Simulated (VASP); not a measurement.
Wanted: the native input for a VASP 6.6.1 run.

```yaml
Task: single point
Functional: PBEsol
Potentials_or_basis: VASP PAW PBE potentials, release 64 (Fe)
Cutoff: 520 eV
k_mesh: 26 × 26 × 26
Occupations: fermi-dirac, width 0.05 eV
Spin: collinear spin, ferromagnetic start
Starting_moments: "[2.132] μB"
Dipole_correction: no
Further_INCAR_settings: ALGO = Normal; EDIFF = 1e-06; NBANDS = 14
```

The structure of Fe lies in POSCAR:

```
Fe
1.0
   -1.4123906800      1.4123906800      1.4123906800
    1.4123906800     -1.4123906800      1.4123906800
    1.4123906800      1.4123906800     -1.4123906800
Fe
1
Direct
    0.0000000000      0.0000000000      0.0000000000
```

These files were run (other wordings do the same):

INCAR

```
ALGO     = Normal         # electronic algorithm
EDIFF    = 1E-6           # SCF threshold, eV
ENCUT    = 520            # plane-wave cutoff, eV
GGA      = PS             # functional
ISIF     = 2              # what is computed and relaxed
ISMEAR   = -1             # smearing method
ISPIN    = 2              # spin polarisation
LASPH    = T              # aspherical terms in the spheres
LCHARG   = F              # write CHGCAR
LMAXMIX  = 4              # l up to which the mixer works
LORBIT   = 11             # projections on sites
LREAL    = F              # projectors in reciprocal space
LWAVE    = F              # write WAVECAR
MAGMOM   = 2.132          # initial moments
NBANDS   = 14             # bands
NELM     = 150            # most SCF steps
PREC     = Accurate       # precision mode
SIGMA    = 0.05           # smearing width, eV
```

KPOINTS

```
k-points
0
Gamma
  26 26 26
```

Potentials or basis: VASP PAW PBE potentials, release 64 (Fe).

Run with:

```sh
$ cat potpaw_PBE.64/Fe/POTCAR > POTCAR
$ mpirun -np 1 vasp_std > vasp.out
```

Results of the run:

* Pressure: -8.1 GPa
* Net moment: 2.17 μB per cell
* Site moments: Fe +2.16 μB
* Valence electrons inside the program's atomic spheres: Fe 7.29

Caveat: the cell stands under tension; the PAW data sets were made with another functional, which shifts forces and pressure a little.

It took 76 s on 1 thread of Intel(R) Xeon(R) Platinum 8488C (Sapphire Rapids) (shared host), peak memory 0.22 GiB.
